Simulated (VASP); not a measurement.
# SiGe (P6_3mc) in VASP: further runs

SiGe is run at these levels: r2SCAN; tasks: single point.

All numbers are computed with VASP 6.6.1; they aren't measurements. Logs are shortened: lines on timing, memory, paths and dates and some standing lists are left out, and cuts for length are marked.

## 1. The cell of the first run

It takes space group P6_3mc (No. 186, hexagonal). The conventional cell has a = 3.905 Å, b = 3.905 Å, c = 6.451 Å, α = 90.00°, β = 90.00°, γ = 120.00°. Si (site symmetry 3m) has 4 Ge at 2.40 to 2.41 Å within 3.2 Å. Within 3.2 Å of Ge (site symmetry 3m) lie 4 Si at 2.40 to 2.41 Å.

## 2. Single point, r2SCAN

The input, POSCAR:

```
SiGe
1.0
    3.9054157625      0.0000000000      0.0000000000
   -1.9527078813      3.3821892627      0.0000000000
    0.0000000000      0.0000000000      6.4505693248
Si Ge
2 2
Direct
    0.6666666667      0.3333333333      0.8745239532
    0.3333333333      0.6666666667      0.3745239532
    0.6666666667      0.3333333333      0.5004750468
    0.3333333333      0.6666666667      0.0004750468
```

The input, INCAR.step1:

```
SYSTEM = SiGe
PREC = Accurate
ENCUT = 520
ISMEAR = 0
SIGMA = 0.01
LREAL = .FALSE.
LASPH = .TRUE.
NELM = 100
NBANDS = 26
GGA = PE
ALGO = Normal
EDIFF = 1E-4
LWAVE = .TRUE.
LCHARG = .FALSE.
```

The input, INCAR.step2:

```
SYSTEM = SiGe
PREC = Accurate
ENCUT = 520
EDIFF = 1E-6
ISMEAR = 0
SIGMA = 0.01
LREAL = .FALSE.
LASPH = .TRUE.
NELM = 100
ALGO = Normal
ISIF = 2
LWAVE = .FALSE.
LCHARG = .FALSE.
METAGGA = R2SCAN
LMIXTAU = .TRUE.
NBANDS = 26
ISTART = 1
```

The input, KPOINTS:

```
Automatic mesh
0
G
  6 6 2
  0 0 0
```

Potentials or basis: VASP PAW PBE potentials, release 64 (Si, Ge_d).

The run is started by

```console
cat potpaw_PBE.64/Si/POTCAR potpaw_PBE.64/Ge_d/POTCAR > POTCAR
cp INCAR.step1 INCAR
mpirun -np 1 vasp_std > vasp.out
cp INCAR.step2 INCAR
mpirun -np 1 vasp_std > vasp.out
```

OUTCAR:

```text
SYSTEM = SiGe
   PREC = Accurate
   ENCUT = 520
   EDIFF = 1E-6
   ISMEAR = 0
   LREAL = .FALSE.
   LASPH = .TRUE.
   NELM = 100
   ISIF = 2
   METAGGA = R2SCAN
   ISTART = 1

 ion  position               nearest neighbor table
   1  0.667  0.333  0.875-   4 2.40   4 2.40   4 2.40   3 2.41
   2  0.333  0.667  0.375-   3 2.40   3 2.40   3 2.40   4 2.41
   3  0.667  0.333  0.500-   2 2.40   2 2.40   2 2.40   1 2.41
   4  0.333  0.667  0.000-   1 2.40   1 2.40   1 2.40   2 2.41

  LATTYP: Found a hexagonal cell.
 ALAT       =     3.9054157625
 C/A-ratio  =     1.6516984918

  Lattice vectors:

 A1 = (   3.9054157625,   0.0000000000,   0.0000000000)
 A2 = (  -1.9527078813,   3.3821892627,   0.0000000000)
 A3 = (   0.0000000000,   0.0000000000,   6.4505693248)

Analysis of symmetry for initial positions (statically):
=====================================================================
 Subroutine PRICEL returns:
 Original cell was already a primitive cell.

 Routine SETGRP: Setting up the symmetry group for a
 hexagonal supercell.

 Subroutine GETGRP returns: Found 12 space group operations
 (whereof  6 operations were pure point group operations)
 out of a pool of 24 trial point group operations.

The static configuration has the point symmetry C_3v.
 The point group associated with its full space group is C_6v.

Analysis of symmetry for dynamics (positions and initial velocities):
=====================================================================
 Subroutine PRICEL returns:
 Original cell was already a primitive cell.

 Routine SETGRP: Setting up the symmetry group for a
 hexagonal supercell.

 Subroutine GETGRP returns: Found 12 space group operations
 (whereof  6 operations were pure point group operations)
 out of a pool of 24 trial point group operations.

The dynamic configuration has the point symmetry C_3v.
 The point group associated with its full space group is C_6v.

 Subroutine INISYM returns: Found 12 space group operations
 (whereof  6 operations are pure point group operations),
 and found     1 'primitive' translations

----------------------------------------------------------------------------------------

                                     Primitive cell

  volume of cell :      85.2046

  direct lattice vectors                    reciprocal lattice vectors
     3.905415763  0.000000000  0.000000000     0.256054684  0.147833241  0.000000000
    -1.952707881  3.382189263  0.000000000     0.000000000  0.295666482  0.000000000
     0.000000000  0.000000000  6.450569325     0.000000000  0.000000000  0.155025076

  length of vectors
     3.905415763  3.905415763  6.450569325     0.295666482  0.295666482  0.155025076

  position of ions in fractional coordinates (direct lattice)
     0.666666667  0.333333333  0.874523953
     0.333333333  0.666666667  0.374523953
     0.666666667  0.333333333  0.500475047
     0.333333333  0.666666667  0.000475047

  ion indices of the primitive-cell ions
   primitive index   ion index
                 1           1
                 2           2
                 3           3
                 4           4

----------------------------------------------------------------------------------------

 KPOINTS: Automatic mesh

Automatic generation of k-mesh.
 Grid dimensions read from file:
 generate k-points for:    6    6    2

 Generating k-lattice:

  Cartesian coordinates                     Fractional coordinates (reciprocal lattice)
     0.042675781  0.024638873  0.000000000     0.166666667  0.000000000  0.000000000
     0.000000000  0.049277747  0.000000000     0.000000000  0.166666667  0.000000000
     0.000000000  0.000000000  0.077512538     0.000000000  0.000000000  0.500000000

  Length of vectors
     0.049277747  0.049277747  0.077512538

  Shift w.r.t. Gamma in fractional coordinates (k-lattice)
     0.000000000  0.000000000  0.000000000

 Subroutine IBZKPT returns following result:
 ===========================================

 Found     14 irreducible k-points:

 Following reciprocal coordinates:
            Coordinates               Weight
  0.000000  0.000000  0.000000      1.000000
  0.166667 -0.000000  0.000000      6.000000
  0.333333  0.000000  0.000000      6.000000
  0.500000 -0.000000  0.000000      3.000000
  0.166667  0.166667  0.000000      6.000000
  0.333333  0.166667  0.000000     12.000000
  0.333333  0.333333  0.000000      2.000000
  0.000000  0.000000  0.500000      1.000000
  0.166667 -0.000000  0.500000      6.000000
  0.333333  0.000000  0.500000      6.000000
  0.500000 -0.000000  0.500000      3.000000
  0.166667  0.166667  0.500000      6.000000
  0.333333  0.166667  0.500000     12.000000
  0.333333  0.333333  0.500000      2.000000
   k-points           NKPTS =     14   k-points in BZ     NKDIM =     14   number of bands    NBANDS=     26
   number of dos      NEDOS =    301   number of ions     NIONS =      4
   total plane-waves  NPLWV =  43200
   dimension x,y,z NGX =    30 NGY =   30 NGZ =   48
   dimension x,y,z NGXF=    60 NGYF=   60 NGZF=   96
   ions per type =               2   2
   NGX,Y,Z   is equivalent  to a cutoff of  12.77, 12.77, 12.37 a.u.
   NGXF,Y,Z  is equivalent  to a cutoff of  25.54, 25.54, 24.74 a.u.
 SYSTEM =  SiGe
   PREC   = accura    normal or accurate (medium, high low for compatibility)
   ISTART =      1    job   : 0-new  1-cont  2-samecut
   ICHARG =      0    charge: 1-file 2-atom 10-const
   ISPIN  =      1    spin polarized calculation?
   LNONCOLLINEAR =      F non collinear calculations
   LSORBIT =      F    spin-orbit coupling
   LASPH  =      T    aspherical Exc in radial PAW
   ENCUT  =  520.0 eV  38.22 Ry    6.18 a.u.   7.26  7.26 11.99*2*pi/ulx,y,z
   NELM   =    100;   NELMIN=  2; NELMDL=  0     # of ELM steps
   EDIFF  = 0.1E-05   stopping-criterion for ELM
   LREAL  =      F    real-space projection
   EDIFFG = 0.1E-04   stopping-criterion for IOM
   NSW    =      0    number of steps for IOM
   IBRION =     -1    ionic relax: 0-MD 1-quasi-New 2-CG
   NFREE  =      0    steps in history (QN), initial steepest desc. (CG)
   ISIF   =      2    stress and relaxation
   ISYM   =      2    0-nonsym 1-usesym 2-fastsym
   POTIM  = 0.5000    time-step for ionic-motion
   TEBEG  =    0.0;   TEEND  =   0.0 temperature during run
   PSTRESS=    0.0 pullay stress
   NELECT =      36.0000    total number of electrons
   NUPDOWN=      -1.0000    fix difference up-down
   EMIN   =  10.00;   EMAX   =-10.00  energy-range for DOS
   EFERMI =   0.00;   METHOD = LEGACY
   ISMEAR =     0;   SIGMA  =   0.01  broadening in eV -4-tet -1-fermi 0-gaus
   EFERMI_NEDOS =   21; number of points for ismear=-14 and -15
   IALGO  =     38    algorithm
   IMIX   =      4    mixing-type and parameters
     AMIX     =   0.40;   BMIX     =  1.00
     AMIX_MAG =   1.60;   BMIX_MAG =  1.00
  volume/ion in A,a.u.               =      21.30       143.75
  Fermi-wavevector in a.u.,A,eV,Ry     =   1.228442  2.321418 20.532134  1.509069
  Thomas-Fermi vector in A             =   2.363367
   LORBIT       =      0    0 simple, 1 ext, 2 COOP (PROOUT), +10 PAW based schemes
   METAGGA = R2SCAN    functional components
   LHFCALC =     F    Hartree Fock is set to
   AEXX    =    0.0000 exact exchange contribution
   IVDW    =     0    specifies the selected vdW correction
   LEPSILON=     F    determine dielectric tensor
   LRPA    =     F    only Hartree local field effects (RPA)
 non-spin polarized calculation
 Gauss-broadening in eV      SIGMA  =   0.01
  energy-cutoff  :      520.00
  volume of cell :       85.20
 maximum number of plane-waves:      2316
 NGX is ok and might be reduce to    30
   NGX = 15   NGY = 15   NGZ = 23

 number of electron      35.9999968 magnetization

 Free energy of the ion-electron system (eV)
  ---------------------------------------------------
  ext. energy  EPLUGINS =         0.00000000
  ---------------------------------------------------
  free energy    TOTEN  =       -45.16861041 eV

  energy without entropy =      -45.16861041  energy(sigma->0) =      -45.16861041

 E-fermi :   5.5196     XC(G=0): -10.3722

 val. band max:        5.4766819744   @ k =   0.0000   0.0000   0.0000
 cond. band min:       6.1355186595   @ k =   0.5000  -0.0000   0.0000
 fundamental gap:      0.6588366851
 Fermi energy:         5.5195755152

 k-point     1 :       0.0000    0.0000    0.0000
  band No.  band energies     occupation
      1     -19.7501      2.00000
      2     -19.7501      2.00000
      3     -19.7440      2.00000
      4     -19.7440      2.00000
      5     -19.7405      2.00000
      6     -19.7405      2.00000
[... 18 lines left out ...]
     25      10.0591      0.00000
     26      12.4333      0.00000

 k-point     2 :       0.1667   -0.0000    0.0000
  band No.  band energies     occupation
      1     -19.7502      2.00000
      2     -19.7486      2.00000
      3     -19.7446      2.00000
      4     -19.7426      2.00000
      5     -19.7400      2.00000
      6     -19.7387      2.00000
[... 18 lines left out ...]
     25      11.1052      0.00000
     26      11.2549      0.00000

 k-point     3 :       0.3333    0.0000    0.0000
  band No.  band energies     occupation
      1     -19.7516      2.00000
      2     -19.7462      2.00000
      3     -19.7452      2.00000
      4     -19.7404      2.00000
      5     -19.7378      2.00000
      6     -19.7355      2.00000
[... 18 lines left out ...]
     25      12.6620      0.00000
     26      13.4162      0.00000

 k-point     4 :       0.5000   -0.0000    0.0000
  band No.  band energies     occupation
      1     -19.7526      2.00000
      2     -19.7468      2.00000
      3     -19.7440      2.00000
      4     -19.7396      2.00000
      5     -19.7365      2.00000
      6     -19.7340      2.00000
[... 18 lines left out ...]
     25      12.9345      0.00000
     26      14.2230      0.00000
[... 206 lines left out ...]
      1     -19.7496      2.00000
      2     -19.7496      2.00000
      3     -19.7413      2.00000
      4     -19.7413      2.00000
      5     -19.7384      2.00000
      6     -19.7384      2.00000
[... 18 lines left out ...]
     25      11.4928      0.00000
     26      11.4928      0.00000

 k-point    13 :       0.3333    0.1667    0.5000
  band No.  band energies     occupation
      1     -19.7498      2.00000
      2     -19.7498      2.00000
      3     -19.7395      2.00000
      4     -19.7395      2.00000
      5     -19.7372      2.00000
      6     -19.7372      2.00000
[... 18 lines left out ...]
     25      12.7391      0.00000
     26      12.7391      0.00000

 k-point    14 :       0.3333    0.3333    0.5000
  band No.  band energies     occupation
      1     -19.7487      2.00000
      2     -19.7487      2.00000
      3     -19.7384      2.00000
      4     -19.7384      2.00000
      5     -19.7381      2.00000
      6     -19.7381      2.00000
[... 18 lines left out ...]
     25      12.7415      0.00000
     26      12.7416      0.00000

------------------------ aborting loop because EDIFF is reached ----------------------------------------

  FORCE on cell =-STRESS in cart. coord.  units (eV):
  Direction    XX          YY          ZZ          XY          YZ          ZX
  --------------------------------------------------------------------------------------
  -------------------------------------------------------------------------------------
  Total        0.0343562      0.0343562     -0.1292995     -0.0000000      0.0000000      0.0000000
  in kB        0.6460301      0.6460301     -2.4313315     -0.0000000      0.0000000      0.0000000
  external PRESSURE =      -0.3797571 kB  Pullay stress =       0.0000000 kB

 VOLUME and BASIS-vectors are now :
 -----------------------------------------------------------------------------
  energy-cutoff  :      520.00
  volume of cell :       85.20
      direct lattice vectors                 reciprocal lattice vectors
     3.905415763  0.000000000  0.000000000     0.256054684  0.147833241  0.000000000
    -1.952707881  3.382189263  0.000000000     0.000000000  0.295666482  0.000000000
     0.000000000  0.000000000  6.450569325     0.000000000  0.000000000  0.155025076

 POSITION                                       TOTAL-FORCE (eV/Angst)
 -----------------------------------------------------------------------------------
      1.95271      1.12740      5.64118         0.000000     -0.000000      0.015178
     -0.00000      2.25479      2.41589        -0.000000      0.000000      0.015178
      1.95271      1.12740      3.22835         0.000000     -0.000000     -0.015178
     -0.00000      2.25479      0.00306        -0.000000      0.000000     -0.015178
 -----------------------------------------------------------------------------------
    total drift:                               -0.000000     -0.000000      0.019359

  FREE ENERGIE OF THE ION-ELECTRON SYSTEM (eV)
  ---------------------------------------------------
  free  energy   TOTEN  =       -45.1686104104 eV

  energy  without entropy=      -45.1686104104  energy(sigma->0) =      -45.16861041
```

Wall time 1.7 min (1 thread of Intel Xeon Platinum 8259CL at 2.50GHz (Skylake/Cascade Lake), shared host); peak memory 0.2 GiB.

What came out:

```yaml
Free_energy: -45.1686 eV
Pressure: 0.0 GPa
Largest_force: 0.015 eV/Å
Band_gap_on_the_k_mesh: 0.66 eV, indirect (least direct gap 0.77 eV)
```

Forces in eV/Å, atoms in the order of the input:
```
Si   0.000  0.000  0.015
Si   0.000  0.000  0.015
Ge   0.000  0.000 -0.015
Ge   0.000  0.000 -0.015
```

Caveat: the k points lie up to 0.49 Å⁻¹ apart; the PAW data sets were made with another functional, which shifts forces and pressure a little. A k mesh can miss the band edges.

## 3. Single point, r2SCAN

POSCAR is that of step 2.

The input, INCAR.step1:

```
ALGO = Normal ; EDIFF = 1E-4
ENCUT = 520 ; GGA = PE
ISMEAR = 0 ; LASPH = True
LCHARG = False ; LREAL = False
LWAVE = True ; NBANDS = 26
NELM = 60 ; PREC = Accurate
SIGMA = 0.01
```

The input, INCAR.step2:

```
ALGO = Normal ; EDIFF = 1E-6
ENCUT = 520 ; ISIF = 2
ISMEAR = 0 ; ISTART = 1
LASPH = True ; LCHARG = False
LMIXTAU = True ; LREAL = False
LWAVE = False ; METAGGA = R2SCAN
NBANDS = 26 ; NELM = 60
PREC = Accurate ; SIGMA = 0.01
```

The input, KPOINTS:

```
k-points
0
Gamma
  6 6 2
```

Potentials or basis: VASP PAW PBE potentials, release 64 (Si, Ge_d).

The run is started by

```console
cat potpaw_PBE.64/Si/POTCAR potpaw_PBE.64/Ge_d/POTCAR > POTCAR
cp INCAR.step1 INCAR
mpirun -np 1 vasp_std > vasp.out
cp INCAR.step2 INCAR
mpirun -np 1 vasp_std > vasp.out
```

OUTCAR:

```text
EDIFF = 1E-6
   ENCUT = 520
   ISIF = 2
   ISMEAR = 0
   ISTART = 1
   LASPH = True
   LREAL = False
   METAGGA = R2SCAN
   NELM = 60
   PREC = Accurate

 ion  position               nearest neighbor table
   1  0.667  0.333  0.875-   4 2.40   4 2.40   4 2.40   3 2.41
   2  0.333  0.667  0.375-   3 2.40   3 2.40   3 2.40   4 2.41
   3  0.667  0.333  0.500-   2 2.40   2 2.40   2 2.40   1 2.41
   4  0.333  0.667  0.000-   1 2.40   1 2.40   1 2.40   2 2.41

  LATTYP: Found a hexagonal cell.
[... 593 lines left out ...]

  FORCE on cell =-STRESS in cart. coord.  units (eV):
  Direction    XX          YY          ZZ          XY          YZ          ZX
  --------------------------------------------------------------------------------------
  -------------------------------------------------------------------------------------
  Total        0.0343562      0.0343562     -0.1292995     -0.0000000      0.0000000      0.0000000
  in kB        0.6460301      0.6460301     -2.4313315     -0.0000000      0.0000000      0.0000000
  external PRESSURE =      -0.3797571 kB  Pullay stress =       0.0000000 kB

 VOLUME and BASIS-vectors are now :
 -----------------------------------------------------------------------------
  energy-cutoff  :      520.00
  volume of cell :       85.20
      direct lattice vectors                 reciprocal lattice vectors
     3.905415763  0.000000000  0.000000000     0.256054684  0.147833241  0.000000000
    -1.952707881  3.382189263  0.000000000     0.000000000  0.295666482  0.000000000
     0.000000000  0.000000000  6.450569325     0.000000000  0.000000000  0.155025076

 POSITION                                       TOTAL-FORCE (eV/Angst)
 -----------------------------------------------------------------------------------
      1.95271      1.12740      5.64118         0.000000     -0.000000      0.015178
     -0.00000      2.25479      2.41589        -0.000000      0.000000      0.015178
      1.95271      1.12740      3.22835         0.000000     -0.000000     -0.015178
     -0.00000      2.25479      0.00306        -0.000000      0.000000     -0.015178
 -----------------------------------------------------------------------------------
    total drift:                               -0.000000     -0.000000      0.019359

  FREE ENERGIE OF THE ION-ELECTRON SYSTEM (eV)
  ---------------------------------------------------
  free  energy   TOTEN  =       -45.1686104104 eV

  energy  without entropy=      -45.1686104104  energy(sigma->0) =      -45.16861041
```

OSZICAR.step1:

```text
N       E                     dE             d eps       ncg     rms          rms(c)
DAV:   1     0.267576415790E+03    0.26758E+03   -0.17603E+04   834   0.296E+03
DAV:   2     0.240603031743E+02   -0.24352E+03   -0.23477E+03   728   0.637E+02
DAV:   3    -0.182379618711E+02   -0.42298E+02   -0.41838E+02   902   0.156E+02
DAV:   4    -0.199320665411E+02   -0.16941E+01   -0.16912E+01   852   0.342E+01
DAV:   5    -0.199686376583E+02   -0.36571E-01   -0.36562E-01   876   0.573E+00    0.569E+00
DAV:   6    -0.197928860862E+02    0.17575E+00   -0.87467E-02   876   0.196E+00    0.341E+00
DAV:   7    -0.197057384857E+02    0.87148E-01   -0.15592E-01   792   0.234E+00    0.214E-01
DAV:   8    -0.197086488516E+02   -0.29104E-02   -0.15181E-02   902   0.117E+00    0.108E-01
DAV:   9    -0.197092344377E+02   -0.58559E-03   -0.61515E-04   720   0.226E-01    0.738E-02
DAV:  10    -0.197094545736E+02   -0.22014E-03   -0.19134E-04   702   0.800E-02    0.191E-02
DAV:  11    -0.197094861576E+02   -0.31584E-04   -0.44039E-05   530   0.611E-02
   1 F= -.19709486E+02 E0= -.19709486E+02  d E =-.196899E-25
```

Wall time 1.9 min (1 thread of Intel Xeon Platinum 8259CL at 2.50GHz (Skylake/Cascade Lake), shared host); peak memory 0.21 GiB.

What came out:

```
Free energy            : -45.1686 eV
Pressure               : 0.0 GPa
Largest force          : 0.015 eV/Å
Band gap on the k mesh : 0.66 eV, indirect (least direct gap 0.77 eV)
```

Forces in eV/Å, atoms in the order of the input:
```
Si   0.000  0.000  0.015
Si   0.000  0.000  0.015
Ge   0.000  0.000 -0.015
Ge   0.000  0.000 -0.015
```

Stress tensor (GPa, compression positive):
```
 0.06  0.00  0.00
 0.00  0.06  0.00
 0.00  0.00 -0.24
```

Caveat: the k points lie up to 0.49 Å⁻¹ apart; the PAW data sets were made with another functional, which shifts forces and pressure a little. r2SCAN opens gaps a little over a GGA but as a rule still falls short of measured ones.

(Part 1 of 2 ends here.)
